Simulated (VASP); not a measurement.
# Au in VASP: further runs

Au is run at these levels: r2SCAN; tasks: single point.

Program: VASP 6.6.1. These are calculated values, not measurements. Logs are shortened: lines on timing, memory, paths and dates and some standing lists are left out, and cuts for length are marked.

## Step 1: The cell of the first run

The structure is cubic, space group Fm-3m (No. 225). The conventional cell has a = 4.152 Å, b = 4.152 Å, c = 4.152 Å, α = 90.00°, β = 90.00°, γ = 90.00°. Within 3.9 Å of Au (site symmetry m-3m) lie 12 Au at 2.94 Å.

## Step 2: Single point, r2SCAN (strain +0.015 along x and y, +0.015 along z)

File POSCAR:

```
Au
1.0
    0.0000000000      2.0761825000      2.0761825000
    2.0761825000      0.0000000000      2.0761825000
    2.0761825000      2.0761825000      0.0000000000
Au
1
Direct
    0.0000000000      0.0000000000      0.0000000000
```

File INCAR.step1:

```
ALGO = Normal
EDIFF = 1E-4
ENCUT = 520
GGA = PE
ISMEAR = 0
LASPH = True
LCHARG = False
LREAL = False
LWAVE = True
NBANDS = 12
NELM = 60
PREC = Accurate
SIGMA = 0.15
```

File INCAR.step2:

```
ALGO = Normal
EDIFF = 1E-6
ENCUT = 520
ISIF = 2
ISMEAR = 0
ISTART = 1
LASPH = True
LCHARG = False
LMIXTAU = True
LREAL = False
LWAVE = False
METAGGA = R2SCAN
NBANDS = 12
NELM = 60
PREC = Accurate
SIGMA = 0.15
```

File KPOINTS:

```
k-points
0
Gamma
  20 20 20
```

Potentials or basis: VASP PAW PBE potentials, release 64 (Au).

Run with:

```console
$ cat potpaw_PBE.64/Au/POTCAR > POTCAR
$ cp INCAR.step1 INCAR
$ mpirun -np 1 vasp_std > vasp.out
$ cp INCAR.step2 INCAR
$ mpirun -np 1 vasp_std > vasp.out
```

OUTCAR:

```text
EDIFF = 1E-6
   ENCUT = 520
   ISIF = 2
   ISMEAR = 0
   ISTART = 1
   LASPH = True
   LREAL = False
   METAGGA = R2SCAN
   NELM = 60
   PREC = Accurate

 ion  position               nearest neighbor table
   1  0.000  0.000  0.000-

  LATTYP: Found a face centered cubic cell.
 ALAT       =     4.1523650000

  Lattice vectors:

 A1 = (   0.0000000000,   2.0761825000,   2.0761825000)
 A2 = (   2.0761825000,   0.0000000000,   2.0761825000)
 A3 = (   2.0761825000,   2.0761825000,   0.0000000000)

Analysis of symmetry for initial positions (statically):
=====================================================================
 Subroutine PRICEL returns:
 Original cell was already a primitive cell.

 Routine SETGRP: Setting up the symmetry group for a
 face centered cubic supercell.

 Subroutine GETGRP returns: Found 48 space group operations
 (whereof 48 operations were pure point group operations)
 out of a pool of 48 trial point group operations.

The static configuration has the point symmetry O_h .

Analysis of symmetry for dynamics (positions and initial velocities):
=====================================================================
 Subroutine PRICEL returns:
 Original cell was already a primitive cell.

 Routine SETGRP: Setting up the symmetry group for a
 face centered cubic supercell.

 Subroutine GETGRP returns: Found 48 space group operations
 (whereof 48 operations were pure point group operations)
 out of a pool of 48 trial point group operations.

The dynamic configuration has the point symmetry O_h .

 Subroutine INISYM returns: Found 48 space group operations
 (whereof 48 operations are pure point group operations),
 and found     1 'primitive' translations

----------------------------------------------------------------------------------------

                                     Primitive cell

  volume of cell :      17.8989

  direct lattice vectors                    reciprocal lattice vectors
     0.000000000  2.076182500  2.076182500    -0.240826613  0.240826613  0.240826613
     2.076182500  0.000000000  2.076182500     0.240826613 -0.240826613  0.240826613
     2.076182500  2.076182500  0.000000000     0.240826613  0.240826613 -0.240826613

  length of vectors
     2.936165449  2.936165449  2.936165449     0.417123930  0.417123930  0.417123930

  position of ions in fractional coordinates (direct lattice)
     0.000000000  0.000000000  0.000000000

  ion indices of the primitive-cell ions
   primitive index   ion index
                 1           1

----------------------------------------------------------------------------------------

 KPOINTS: k-points

Automatic generation of k-mesh.
 Grid dimensions read from file:
 generate k-points for:   20   20   20

 Generating k-lattice:

  Cartesian coordinates                     Fractional coordinates (reciprocal lattice)
    -0.012041331  0.012041331  0.012041331     0.050000000  0.000000000  0.000000000
     0.012041331 -0.012041331  0.012041331     0.000000000  0.050000000  0.000000000
     0.012041331  0.012041331 -0.012041331     0.000000000  0.000000000  0.050000000

  Length of vectors
     0.020856196  0.020856196  0.020856196

  Shift w.r.t. Gamma in fractional coordinates (k-lattice)
     0.000000000  0.000000000  0.000000000

 Subroutine IBZKPT returns following result:
 ===========================================

 Found    256 irreducible k-points:

 Following reciprocal coordinates:
            Coordinates               Weight
  0.000000  0.000000  0.000000      1.000000
  0.050000  0.000000  0.000000      8.000000
  0.100000  0.000000  0.000000      8.000000
  0.150000  0.000000  0.000000      8.000000
  0.200000  0.000000  0.000000      8.000000
  0.250000  0.000000  0.000000      8.000000
[... 16 lines left out ...]
 -0.400000  0.050000  0.000000     24.000000
 -0.350000  0.050000  0.000000     24.000000
 [... further k-points ...]
   k-points           NKPTS =    256   k-points in BZ     NKDIM =    256   number of bands    NBANDS=     12
   number of dos      NEDOS =    301   number of ions     NIONS =      1
   total plane-waves  NPLWV =  13824
   dimension x,y,z NGX =    24 NGY =   24 NGZ =   24
   dimension x,y,z NGXF=    48 NGYF=   48 NGZF=   48
   ions per type =               1
   NGX,Y,Z   is equivalent  to a cutoff of  13.59, 13.59, 13.59 a.u.
   NGXF,Y,Z  is equivalent  to a cutoff of  27.18, 27.18, 27.18 a.u.
 SYSTEM =  unknown system
   PREC   = accura    normal or accurate (medium, high low for compatibility)
   ISTART =      1    job   : 0-new  1-cont  2-samecut
   ICHARG =      0    charge: 1-file 2-atom 10-const
   ISPIN  =      1    spin polarized calculation?
   LNONCOLLINEAR =      F non collinear calculations
   LSORBIT =      F    spin-orbit coupling
   LASPH  =      T    aspherical Exc in radial PAW
   ENCUT  =  520.0 eV  38.22 Ry    6.18 a.u.   5.46  5.46  5.46*2*pi/ulx,y,z
   NELM   =     60;   NELMIN=  2; NELMDL=  0     # of ELM steps
   EDIFF  = 0.1E-05   stopping-criterion for ELM
   LREAL  =      F    real-space projection
   EDIFFG = 0.1E-04   stopping-criterion for IOM
   NSW    =      0    number of steps for IOM
   IBRION =     -1    ionic relax: 0-MD 1-quasi-New 2-CG
   NFREE  =      0    steps in history (QN), initial steepest desc. (CG)
   ISIF   =      2    stress and relaxation
   ISYM   =      2    0-nonsym 1-usesym 2-fastsym
   POTIM  = 0.5000    time-step for ionic-motion
   TEBEG  =    0.0;   TEEND  =   0.0 temperature during run
   PSTRESS=    0.0 pullay stress
   NELECT =      11.0000    total number of electrons
   NUPDOWN=      -1.0000    fix difference up-down
   EMIN   =  10.00;   EMAX   =-10.00  energy-range for DOS
   EFERMI =   0.00;   METHOD = LEGACY
   ISMEAR =     0;   SIGMA  =   0.15  broadening in eV -4-tet -1-fermi 0-gaus
   EFERMI_NEDOS =   21; number of points for ismear=-14 and -15
   IALGO  =     38    algorithm
   IMIX   =      4    mixing-type and parameters
     AMIX     =   0.40;   BMIX     =  1.00
     AMIX_MAG =   1.60;   BMIX_MAG =  1.00
  volume/ion in A,a.u.               =      17.90       120.79
  Fermi-wavevector in a.u.,A,eV,Ry     =   1.391864  2.630242 26.358376  1.937286
  Thomas-Fermi vector in A             =   2.515662
   LORBIT       =      0    0 simple, 1 ext, 2 COOP (PROOUT), +10 PAW based schemes
   METAGGA = R2SCAN    functional components
   LHFCALC =     F    Hartree Fock is set to
   AEXX    =    0.0000 exact exchange contribution
   IVDW    =     0    specifies the selected vdW correction
   LEPSILON=     F    determine dielectric tensor
   LRPA    =     F    only Hartree local field effects (RPA)
 non-spin polarized calculation
 Gauss-broadening in eV      SIGMA  =   0.15
  energy-cutoff  :      520.00
  volume of cell :       17.90
 maximum number of plane-waves:       531
 NGX is ok and might be reduce to    24
   NGX = 11   NGY = 11   NGZ = 11

 number of electron      11.0000002 magnetization

 Free energy of the ion-electron system (eV)
  ---------------------------------------------------
  ext. energy  EPLUGINS =         0.00000000
  ---------------------------------------------------
  free energy    TOTEN  =       -50.59515752 eV

  energy without entropy =      -50.59257952  energy(sigma->0) =      -50.59386852

 E-fermi :   8.5105     XC(G=0): -13.2823

 val. band max:        8.5053704173   @ k =   0.5000   0.1500   0.0500
 cond. band min:       8.5128997974   @ k =   0.4500   0.4000   0.0000
 fundamental gap:      0.0075293801
 Fermi energy:         8.5105286130

 k-point     1 :       0.0000    0.0000    0.0000
  band No.  band energies     occupation
      1      -1.0305      2.00000
      2       3.8465      2.00000
      3       3.8465      2.00000
      4       3.8465      2.00000
      5       5.2502      2.00000
      6       5.2502      2.00000
      7      23.9050      0.00000
      8      27.6936      0.00000
      9      27.6936      0.00000
     10      27.6936      0.00000
     11      32.8006      0.00000
     12      36.7487      0.00000

 k-point     2 :       0.0500    0.0000    0.0000
  band No.  band energies     occupation
      1      -0.9436      2.00000
      2       3.8203      2.00000
      3       3.8757      2.00000
      4       3.8757      2.00000
      5       5.2377      2.00000
      6       5.2377      2.00000
      7      23.9979      0.00000
      8      27.0862      0.00000
      9      27.7853      0.00000
     10      27.7853      0.00000
     11      33.2774      0.00000
     12      35.6609      0.00000

 k-point     3 :       0.1000    0.0000    0.0000
  band No.  band energies     occupation
      1      -0.6887      2.00000
      2       3.7522      2.00000
      3       3.9541      2.00000
      4       3.9541      2.00000
      5       5.2099      2.00000
      6       5.2099      2.00000
      7      24.2003      0.00000
      8      25.7710      0.00000
      9      28.0438      0.00000
     10      28.0438      0.00000
     11      33.0541      0.00000
     12      35.1608      0.00000
[... 286 lines left out ...]
 k-point    23 :      -0.4000    0.0500    0.0000
  band No.  band energies     occupation
      1       1.4536      2.00000
      2       3.8314      2.00000
      3       3.8942      2.00000
      4       5.7858      2.00000
      5       6.1411      2.00000
      6       7.1083      2.00000
      7      13.3410      0.00000
      8      23.6350      0.00000
      9      25.6888      0.00000
     10      26.7573      0.00000
     11      33.1377      0.00000
     12      33.5141      0.00000

 k-point    24 :      -0.3500    0.0500    0.0000
  band No.  band energies     occupation
      1       1.4227      2.00000
      2       3.9075      2.00000
      3       3.9630      2.00000
      4       5.1027      2.00000
      5       5.8811      2.00000
      6       6.4520      2.00000
      7      15.2034      0.00000
      8      23.9454      0.00000
      9      26.0754      0.00000
     10      27.6514      0.00000
     11      32.2874      0.00000
     12      33.0366      0.00000

 [... further k-points ...]

------------------------ aborting loop because EDIFF is reached ----------------------------------------

  FORCE on cell =-STRESS in cart. coord.  units (eV):
  Direction    XX          YY          ZZ          XY          YZ          ZX
  --------------------------------------------------------------------------------------
  -------------------------------------------------------------------------------------
  Total       -0.3024853     -0.3024853     -0.3024853      0.0000000      0.0000000      0.0000000
  in kB      -27.0762376    -27.0762376    -27.0762376      0.0000000      0.0000000      0.0000000
  external PRESSURE =     -27.0762376 kB  Pullay stress =       0.0000000 kB

 VOLUME and BASIS-vectors are now :
 -----------------------------------------------------------------------------
  energy-cutoff  :      520.00
  volume of cell :       17.90
      direct lattice vectors                 reciprocal lattice vectors
     0.000000000  2.076182500  2.076182500    -0.240826613  0.240826613  0.240826613
     2.076182500  0.000000000  2.076182500     0.240826613 -0.240826613  0.240826613
     2.076182500  2.076182500  0.000000000     0.240826613  0.240826613 -0.240826613

 POSITION                                       TOTAL-FORCE (eV/Angst)
 -----------------------------------------------------------------------------------
      0.00000      0.00000      0.00000        -0.000000     -0.000000     -0.000000
 -----------------------------------------------------------------------------------
    total drift:                                0.000000      0.000000     -0.000000

  FREE ENERGIE OF THE ION-ELECTRON SYSTEM (eV)
  ---------------------------------------------------
  free  energy   TOTEN  =       -50.5951575173 eV

  energy  without entropy=      -50.5925795216  energy(sigma->0) =      -50.59386852
```

It took 1.9 min on 1 thread of Intel Xeon 8259CL, shared host; peak memory 0.19 GiB.

What came out:

```yaml
Free_energy: -50.5952 eV
Pressure: -2.7 GPa
Band_gap_on_the_k_mesh: zero (an odd number of electrons rules out a gap without spin polarisation)
```

Caveat: the cell differs from its parent crystal (strain +0.015 along x and y, +0.015 along z); the PAW data sets were made with another functional, which shifts forces and pressure a little; spin-orbit coupling is left out, which moves the levels of the heavy elements.

[end of part 1 of 2]

The gap in the log of VASP goes by the Fermi energy; the results here count the filled bands.